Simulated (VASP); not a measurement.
# Co (P6_3/mmc) in VASP: notebook

Co is run at these levels: r2SCAN; tasks: single point.

Everything below comes from runs of VASP 6.6.1. Logs are shortened: lines on timing, memory, paths and dates and some standing lists are left out, and cuts for length are marked.

## 1. The cell of the first run

It takes space group P6_3/mmc (No. 194, hexagonal). Conventional cell: a = 2.427 Å, b = 2.427 Å, c = 3.913 Å, α = 90.00°, β = 90.00°, γ = 120.00°. Co (site symmetry -6m2) has 12 Co at 2.41 to 2.43 Å within 3.2 Å.

## 2. Single point, r2SCAN

The input, POSCAR:

```
Co
1.0
    2.4271453599      0.0000000000      0.0000000000
   -1.2135726799      2.1019695403      0.0000000000
    0.0000000000      0.0000000000      3.9126468420
Co
2
Direct
    0.3333333333      0.6666666667      0.2500000000
    0.6666666667      0.3333333333      0.7500000000
```

The input, INCAR.step1:

```
PREC = Accurate
ENCUT = 520
ISMEAR = 0
SIGMA = 0.6
LREAL = False
LASPH = True
NELM = 100
NBANDS = 16
GGA = PE
ALGO = Normal
EDIFF = 1E-4
LWAVE = True
LCHARG = False
```

The input, INCAR.step2:

```
PREC = Accurate
ENCUT = 520
EDIFF = 1E-6
ISMEAR = 0
SIGMA = 0.6
LREAL = False
LASPH = True
NELM = 100
ALGO = Normal
ISIF = 2
LWAVE = False
LCHARG = False
METAGGA = R2SCAN
LMIXTAU = True
NBANDS = 16
ISTART = 1
```

The input, KPOINTS:

```
Automatic mesh
0
Gamma
  15 15 8
```

Potentials or basis: VASP PAW PBE potentials, release 64 (Co).

Launch:

```
> cat potpaw_PBE.64/Co/POTCAR > POTCAR
> cp INCAR.step1 INCAR
> mpirun -np 1 vasp_std > vasp.out
> cp INCAR.step2 INCAR
> mpirun -np 1 vasp_std > vasp.out
```

OUTCAR:

```text
PREC = Accurate
   ENCUT = 520
   EDIFF = 1E-6
   ISMEAR = 0
   LREAL = False
   LASPH = True
   NELM = 100
   ISIF = 2
   METAGGA = R2SCAN
   ISTART = 1

 ion  position               nearest neighbor table
   1  0.333  0.667  0.250-   2 2.41   2 2.41   2 2.41   2 2.41   2 2.41   2 2.41
   2  0.667  0.333  0.750-   1 2.41   1 2.41   1 2.41   1 2.41   1 2.41   1 2.41

  LATTYP: Found a hexagonal cell.
 ALAT       =     2.4271453599
 C/A-ratio  =     1.6120364716

  Lattice vectors:

 A1 = (   2.4271453599,   0.0000000000,   0.0000000000)
 A2 = (  -1.2135726799,   2.1019695403,   0.0000000000)
 A3 = (   0.0000000000,   0.0000000000,   3.9126468420)

Analysis of symmetry for initial positions (statically):
=====================================================================
 Subroutine PRICEL returns:
 Original cell was already a primitive cell.

 Routine SETGRP: Setting up the symmetry group for a
 hexagonal supercell.

 Subroutine GETGRP returns: Found 24 space group operations
 (whereof 12 operations were pure point group operations)
 out of a pool of 24 trial point group operations.

The static configuration has the point symmetry D_3d.
 The point group associated with its full space group is D_6h.

Analysis of symmetry for dynamics (positions and initial velocities):
=====================================================================
 Subroutine PRICEL returns:
 Original cell was already a primitive cell.

 Routine SETGRP: Setting up the symmetry group for a
 hexagonal supercell.

 Subroutine GETGRP returns: Found 24 space group operations
 (whereof 12 operations were pure point group operations)
 out of a pool of 24 trial point group operations.

The dynamic configuration has the point symmetry D_3d.
 The point group associated with its full space group is D_6h.

 Subroutine INISYM returns: Found 24 space group operations
 (whereof 12 operations are pure point group operations),
 and found     1 'primitive' translations

----------------------------------------------------------------------------------------

                                     Primitive cell

  volume of cell :      19.9615

  direct lattice vectors                    reciprocal lattice vectors
     2.427145360  0.000000000  0.000000000     0.412006638  0.237872143  0.000000000
    -1.213572680  2.101969540  0.000000000     0.000000000  0.475744287  0.000000000
     0.000000000  0.000000000  3.912646842     0.000000000  0.000000000  0.255581462

  length of vectors
     2.427145360  2.427145360  3.912646842     0.475744287  0.475744287  0.255581462

  position of ions in fractional coordinates (direct lattice)
     0.333333333  0.666666667  0.250000000
     0.666666667  0.333333333  0.750000000

  ion indices of the primitive-cell ions
   primitive index   ion index
                 1           1
                 2           2

----------------------------------------------------------------------------------------

 KPOINTS: Automatic mesh

Automatic generation of k-mesh.
 Grid dimensions read from file:
 generate k-points for:   15   15    8

 Generating k-lattice:

  Cartesian coordinates                     Fractional coordinates (reciprocal lattice)
     0.027467109  0.015858143  0.000000000     0.066666667  0.000000000  0.000000000
     0.000000000  0.031716286  0.000000000     0.000000000  0.066666667  0.000000000
     0.000000000  0.000000000  0.031947683     0.000000000  0.000000000  0.125000000

  Length of vectors
     0.031716286  0.031716286  0.031947683

  Shift w.r.t. Gamma in fractional coordinates (k-lattice)
     0.000000000  0.000000000  0.000000000

 Subroutine IBZKPT returns following result:
 ===========================================

 Found    135 irreducible k-points:

 Following reciprocal coordinates:
            Coordinates               Weight
  0.000000  0.000000  0.000000      1.000000
  0.066667 -0.000000  0.000000      6.000000
  0.133333 -0.000000  0.000000      6.000000
  0.200000  0.000000  0.000000      6.000000
  0.266667 -0.000000  0.000000      6.000000
  0.333333  0.000000  0.000000      6.000000
[... 16 lines left out ...]
  0.333333  0.200000  0.000000     12.000000
  0.400000  0.200000  0.000000      6.000000
 [... further k-points ...]
   k-points           NKPTS =    135   k-points in BZ     NKDIM =    135   number of bands    NBANDS=     16
   number of dos      NEDOS =    301   number of ions     NIONS =      2
   total plane-waves  NPLWV =   9720
   dimension x,y,z NGX =    18 NGY =   18 NGZ =   30
   dimension x,y,z NGXF=    36 NGYF=   36 NGZF=   60
   ions per type =               2
   NGX,Y,Z   is equivalent  to a cutoff of  12.33, 12.33, 12.75 a.u.
   NGXF,Y,Z  is equivalent  to a cutoff of  24.66, 24.66, 25.49 a.u.
 SYSTEM =  unknown system
   PREC   = accura    normal or accurate (medium, high low for compatibility)
   ISTART =      1    job   : 0-new  1-cont  2-samecut
   ICHARG =      0    charge: 1-file 2-atom 10-const
   ISPIN  =      1    spin polarized calculation?
   LNONCOLLINEAR =      F non collinear calculations
   LSORBIT =      F    spin-orbit coupling
   LASPH  =      T    aspherical Exc in radial PAW
   ENCUT  =  520.0 eV  38.22 Ry    6.18 a.u.   4.51  4.51  7.27*2*pi/ulx,y,z
   NELM   =    100;   NELMIN=  2; NELMDL=  0     # of ELM steps
   EDIFF  = 0.1E-05   stopping-criterion for ELM
   LREAL  =      F    real-space projection
   EDIFFG = 0.1E-04   stopping-criterion for IOM
   NSW    =      0    number of steps for IOM
   IBRION =     -1    ionic relax: 0-MD 1-quasi-New 2-CG
   NFREE  =      0    steps in history (QN), initial steepest desc. (CG)
   ISIF   =      2    stress and relaxation
   ISYM   =      2    0-nonsym 1-usesym 2-fastsym
   POTIM  = 0.5000    time-step for ionic-motion
   TEBEG  =    0.0;   TEEND  =   0.0 temperature during run
   PSTRESS=    0.0 pullay stress
   NELECT =      18.0000    total number of electrons
   NUPDOWN=      -1.0000    fix difference up-down
   EMIN   =  10.00;   EMAX   =-10.00  energy-range for DOS
   EFERMI =   0.00;   METHOD = LEGACY
   ISMEAR =     0;   SIGMA  =   0.60  broadening in eV -4-tet -1-fermi 0-gaus
   EFERMI_NEDOS =   21; number of points for ismear=-14 and -15
   IALGO  =     38    algorithm
   IMIX   =      4    mixing-type and parameters
     AMIX     =   0.40;   BMIX     =  1.00
     AMIX_MAG =   1.60;   BMIX_MAG =  1.00
  volume/ion in A,a.u.               =       9.98        67.35
  Fermi-wavevector in a.u.,A,eV,Ry     =   1.581617  2.988823 34.035150  2.501513
  Thomas-Fermi vector in A             =   2.681665
   LORBIT       =      0    0 simple, 1 ext, 2 COOP (PROOUT), +10 PAW based schemes
   METAGGA = R2SCAN    functional components
   LHFCALC =     F    Hartree Fock is set to
   AEXX    =    0.0000 exact exchange contribution
   IVDW    =     0    specifies the selected vdW correction
   LEPSILON=     F    determine dielectric tensor
   LRPA    =     F    only Hartree local field effects (RPA)
 non-spin polarized calculation
 Gauss-broadening in eV      SIGMA  =   0.60
  energy-cutoff  :      520.00
  volume of cell :       19.96
 maximum number of plane-waves:       556
 NGX is ok and might be reduce to    18
   NGX =  9   NGY =  9   NGZ = 15

 number of electron      17.9999995 magnetization

 Free energy of the ion-electron system (eV)
  ---------------------------------------------------
  ext. energy  EPLUGINS =         0.00000000
  ---------------------------------------------------
  free energy    TOTEN  =       -25.83668207 eV

  energy without entropy =      -25.07815205  energy(sigma->0) =      -25.45741706

 E-fermi :  11.2487     XC(G=0): -15.1868

 val. band max:       11.2462582758   @ k =   0.2667   0.1333   0.3750
 cond. band min:      11.2522971792   @ k =   0.2000   0.0000   0.3750
 fundamental gap:      0.0060389034
 Fermi energy:        11.2487407312

 k-point     1 :       0.0000    0.0000    0.0000
  band No.  band energies     occupation
      1       1.4608      2.00000
      2       5.9990      2.00000
      3       9.2483      2.00000
      4       9.2550      2.00000
      5       9.2550      2.00000
      6       9.6510      1.99983
[... 8 lines left out ...]
     15      38.4305      0.00000
     16      38.7111      0.00000

 k-point     2 :       0.0667   -0.0000    0.0000
  band No.  band energies     occupation
      1       1.6341      2.00000
      2       6.1101      2.00000
      3       9.0242      2.00000
      4       9.3431      1.99999
      5       9.4461      1.99998
      6       9.6059      1.99989
[... 8 lines left out ...]
     15      36.2502      0.00000
     16      36.8310      0.00000

 k-point     3 :       0.1333   -0.0000    0.0000
  band No.  band energies     occupation
      1       2.1424      2.00000
      2       6.4103      2.00000
      3       8.7410      2.00000
      4       9.1492      2.00000
      5       9.4461      1.99998
      6       9.5979      1.99990
[... 8 lines left out ...]
     15      34.6599      0.00000
     16      35.1113      0.00000

 k-point     4 :       0.2000    0.0000    0.0000
  band No.  band energies     occupation
      1       2.9472      2.00000
      2       6.7806      2.00000
      3       8.3831      2.00000
      4       8.4542      2.00000
      5       9.2962      2.00000
      6       9.6455      1.99984
[... 8 lines left out ...]
     15      32.6742      0.00000
     16      34.2732      0.00000

 k-point     5 :       0.2667   -0.0000    0.0000
  band No.  band energies     occupation
      1       3.9671      2.00000
      2       6.9915      2.00000
      3       7.7639      2.00000
      4       8.2943      2.00000
      5       9.2423      2.00000
      6       9.4373      1.99998
[... 8 lines left out ...]
     15      30.9331      0.00000
     16      32.5169      0.00000

 k-point     6 :       0.3333    0.0000    0.0000
  band No.  band energies     occupation
      1       5.0391      2.00000
      2       6.9169      2.00000
      3       7.3003      2.00000
      4       8.3239      2.00000
      5       9.2538      2.00000
      6       9.3735      1.99999
[... 8 lines left out ...]
     15      29.5026      0.00000
     16      29.9421      0.00000

 k-point     7 :       0.4000   -0.0000    0.0000
  band No.  band energies     occupation
      1       5.8910      2.00000
      2       6.7306      2.00000
      3       6.9927      2.00000
      4       8.5191      2.00000
      5       9.1185      2.00000
      6       9.3349      1.99999
[... 8 lines left out ...]
     15      27.6260      0.00000
     16      28.4673      0.00000

 k-point     8 :       0.4667    0.0000    0.0000
  band No.  band energies     occupation
      1       6.3408      2.00000
      2       6.5586      2.00000
      3       6.8395      2.00000
      4       8.7725      2.00000
      5       9.0470      2.00000
      6       9.2642      2.00000
[... 8 lines left out ...]
     15      25.8066      0.00000
     16      27.5374      0.00000

 k-point     9 :       0.0667    0.0667    0.0000
  band No.  band energies     occupation
      1       1.9751      2.00000
      2       6.3173      2.00000
      3       8.8154      2.00000
      4       9.3910      1.99999
      5       9.5017      1.99996
      6       9.5357      1.99995
[... 8 lines left out ...]
     15      33.5497      0.00000
     16      37.4632      0.00000
[... 172 lines left out ...]
 k-point    19 :       0.3333    0.1333    0.0000
  band No.  band energies     occupation
      1       6.2623      2.00000
      2       6.9753      2.00000
      3       7.0398      2.00000
      4       8.1492      2.00000
      5       8.9146      2.00000
      6       9.3503      1.99999
[... 8 lines left out ...]
     15      24.9520      0.00000
     16      27.9671      0.00000

 k-point    20 :       0.4000    0.1333    0.0000
  band No.  band energies     occupation
      1       6.6586      2.00000
      2       6.8240      2.00000
      3       6.9154      2.00000
      4       8.3819      2.00000
      5       8.9189      2.00000
      6       9.2014      2.00000
[... 8 lines left out ...]
     15      24.3434      0.00000
     16      26.0957      0.00000

 k-point    21 :       0.2000    0.2000    0.0000
  band No.  band energies     occupation
      1       5.3857      2.00000
      2       7.3584      2.00000
      3       7.4359      2.00000
      4       7.6818      2.00000
      5       8.9148      2.00000
      6       9.4055      1.99999
[... 8 lines left out ...]
     15      24.4650      0.00000
     16      31.4762      0.00000

 k-point    22 :       0.2667    0.2000    0.0000
  band No.  band energies     occupation
      1       6.3036      2.00000
      2       7.1427      2.00000
      3       7.3182      2.00000
      4       7.7163      2.00000
      5       8.8094      2.00000
      6       9.4015      1.99999
[... 8 lines left out ...]
     15      23.5998      0.00000
     16      29.4893      0.00000

 k-point    23 :       0.3333    0.2000    0.0000
  band No.  band energies     occupation
      1       6.8570      2.00000
      2       7.0135      2.00000
      3       7.1412      2.00000
      4       7.9458      2.00000
      5       8.8028      2.00000
      6       9.1929      2.00000
[... 8 lines left out ...]
     15      23.7576      0.00000
     16      27.3465      0.00000

 k-point    24 :       0.4000    0.2000    0.0000
  band No.  band energies     occupation
      1       6.9707      2.00000
      2       7.0063      2.00000
      3       7.0699      2.00000
      4       8.0898      2.00000
      5       8.8361      2.00000
      6       9.0832      2.00000
[... 8 lines left out ...]
     15      24.2044      0.00000
     16      26.0182      0.00000

 [... further k-points ...]

------------------------ aborting loop because EDIFF is reached ----------------------------------------

  FORCE on cell =-STRESS in cart. coord.  units (eV):
  Direction    XX          YY          ZZ          XY          YZ          ZX
  --------------------------------------------------------------------------------------
  -------------------------------------------------------------------------------------
  Total        0.4282564      0.4282564      0.3636468      0.0000000      0.0000000      0.0000000
  in kB       34.3733247     34.3733247     29.1875379      0.0000000      0.0000000      0.0000000
  external PRESSURE =      32.6447291 kB  Pullay stress =       0.0000000 kB

 VOLUME and BASIS-vectors are now :
 -----------------------------------------------------------------------------
  energy-cutoff  :      520.00
  volume of cell :       19.96
      direct lattice vectors                 reciprocal lattice vectors
     2.427145360  0.000000000  0.000000000     0.412006638  0.237872143  0.000000000
    -1.213572680  2.101969540  0.000000000     0.000000000  0.475744287  0.000000000
     0.000000000  0.000000000  3.912646842     0.000000000  0.000000000  0.255581462

 POSITION                                       TOTAL-FORCE (eV/Angst)
 -----------------------------------------------------------------------------------
     -0.00000      1.40131      0.97816        -0.000000      0.000000      0.000000
      1.21357      0.70066      2.93449         0.000000     -0.000000      0.000000
 -----------------------------------------------------------------------------------
    total drift:                                0.000000     -0.000000     -0.000000

  FREE ENERGIE OF THE ION-ELECTRON SYSTEM (eV)
  ---------------------------------------------------
  free  energy   TOTEN  =       -25.8366820661 eV

  energy  without entropy=      -25.0781520547  energy(sigma->0) =      -25.45741706
```

Wall time 2.3 min (1 thread of Intel Xeon Platinum 8259CL at 2.50GHz (Skylake/Cascade Lake), shared host); peak memory 0.16 GiB.

What came out:

```yaml
Free_energy: -25.8367 eV
Pressure: 3.3 GPa
Band_gap_on_the_k_mesh: zero (bands 9 and 10 overlap by 1.69 eV)
```

Levels at points of the mesh, in eV from the Fermi level:
| k point | band 6 | band 7 | band 8 | band 9 | band 10 | band 11 | band 12 | band 13 |
| --- | --- | --- | --- | --- | --- | --- | --- | --- |
| (0.00, 0.00, 0.00) | -1.60 | -1.60 | -1.19 | -1.19 | -0.14 | 0.15 | 0.15 | 7.97 |
| (0.00, 0.00, 0.50) | -2.08 | -2.08 | -2.08 | -0.21 | -0.21 | -0.21 | -0.21 | 16.94 |

Caveat: the cell stands under pressure; so wide a smearing shifts energies and pressures; the PAW data sets were made with another functional, which shifts forces and pressure a little; the run has no spin polarisation, though such a crystal can be magnetic.

## 3. Single point, r2SCAN

POSCAR is that of step 2.

The input, INCAR.step1:

```
ALGO = Normal ; EDIFF = 1E-4
ENCUT = 520 ; GGA = PE
ISMEAR = 0 ; LASPH = T
LCHARG = F ; LREAL = F
LWAVE = T ; NBANDS = 16
NELM = 80 ; PREC = Accurate
SIGMA = 1.0
```

The input, INCAR.step2:

```
ALGO = Normal ; EDIFF = 1E-6
ENCUT = 520 ; ISIF = 2
ISMEAR = 0 ; ISTART = 1
LASPH = T ; LCHARG = F
LMIXTAU = T ; LREAL = F
LWAVE = F ; METAGGA = R2SCAN
NBANDS = 16 ; NELM = 80
PREC = Accurate ; SIGMA = 1.0
```

The input, KPOINTS:

```
k-points
0
Gamma
  15 15 8
```

Potentials or basis: VASP PAW PBE potentials, release 64 (Co).

Launch:

```
> cat potpaw_PBE.64/Co/POTCAR > POTCAR
> cp INCAR.step1 INCAR
> mpirun -np 1 vasp_std > vasp.out
> cp INCAR.step2 INCAR
> mpirun -np 1 vasp_std > vasp.out
```

Run time: 2.4 min. Hardware: 1 thread of Intel Xeon Platinum 8259CL at 2.50GHz (Skylake/Cascade Lake), shared host; peak memory 0.16 GiB.

The run converged. Its results:

```yaml
Free_energy: -26.4407 eV
Pressure: 7.9 GPa
Band_gap_on_the_k_mesh: zero (bands 9 and 10 overlap by 1.70 eV)
```

Stress tensor (GPa, compression positive):
```
7.69 0.00 0.00
0.00 7.69 0.00
0.00 0.00 8.19
```

Levels at points of the mesh, in eV from the Fermi level:
| k point | band 5 | band 6 | band 7 | band 8 | band 9 | band 10 | band 11 | band 12 | band 13 | band 14 |
| --- | --- | --- | --- | --- | --- | --- | --- | --- | --- | --- |
| (0.00, 0.00, 0.00) | -2.01 | -1.61 | -1.61 | -1.20 | -1.20 | -0.18 | 0.15 | 0.15 | 7.95 | 23.52 |
| (0.00, 0.00, 0.50) | -2.09 | -2.09 | -2.09 | -2.09 | -0.22 | -0.22 | -0.22 | -0.22 | 16.91 | 16.91 |

Caveat: the cell stands under pressure; so wide a smearing shifts energies and pressures; the PAW data sets were made with another functional, which shifts forces and pressure a little; the run has no spin polarisation, though such a crystal can be magnetic. Spin polarisation is off, so any magnetic state and its effect on volume and gap are missing.

(Part 1 of 2 ends here.)
